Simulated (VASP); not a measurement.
Wanted: the native input for a VASP 6.6.1 run.

```
Task                   : relaxation of cell and atoms
Functional             : PBE
Potentials or basis    : VASP PAW PBE potentials, release 64 (Cu)
Cutoff                 : 600 eV
k mesh                 : 19 × 19 × 19
Occupations            : fermi-dirac, width 0.05 eV
Spin                   : non-collinear spin, zero start, spin-orbit coupling
Starting moments       : [[0.0, 0.0, 0.0]] μB
Dipole correction      : no
Further INCAR settings : ALGO = Normal; EDIFF = 1e-07; IBRION = 2; EDIFFG = -0.005; NSW = 45; ISIF = 3
```

The structure of Cu lies in POSCAR:

```
Cu
1.0
    0.0000000000      1.8145933008      1.8145933008
    1.8145933008      0.0000000000      1.8145933008
    1.8145933008      1.8145933008      0.0000000000
Cu
1
Direct
    0.0000000000      0.0000000000      0.0000000000
```

One way to write it, as run:

INCAR

```
SYSTEM = Cu
  PREC = Accurate
  ENCUT = 600
  EDIFF = 1E-7
  ISMEAR = -1
  SIGMA = 0.05
  LREAL = .FALSE.
  LASPH = .TRUE.
  NELM = 150
  ALGO = Normal
  ISIF = 3
  LWAVE = .FALSE.
  LCHARG = .FALSE.
  LNONCOLLINEAR = .TRUE.
  MAGMOM = 0 0 0
  LORBIT = 11
  LSORBIT = .TRUE.
  GGA_COMPAT = .FALSE.
  LORBMOM = .TRUE.
  LMAXMIX = 4
  GGA = PE
  IBRION = 2
  NSW = 45
  EDIFFG = -0.005
```

KPOINTS

```
regular mesh
0
G
  19 19 19
  0 0 0
```

Potentials or basis: VASP PAW PBE potentials, release 64 (Cu).

Command:

```sh
$ cat potpaw_PBE.64/Cu/POTCAR > POTCAR
$ mpirun -np 1 vasp_ncl > vasp.out
```

Results of the run:

The relaxed volume is 12.00 Å³/atom. The relaxed cell is a = 2.570 Å, b = 2.570 Å, c = 2.570 Å, α = 60.00°, β = 60.00°, γ = 60.00°. The space group after relaxing (to 0.1 Å) is Fm-3m (No. 225). The energy gained by relaxing is 0.1 meV/atom. The ionic steps are 3 and the pressure after relaxing is 0.0 GPa. The net moment is 0.00 μB per cell and the valence electrons inside the program's atomic spheres are Cu 9.98.

Wall time 4.2 min on 1 thread of Intel(R) Xeon(R) Platinum 8488C (Sapphire Rapids) (shared host), peak memory 0.26 GiB.
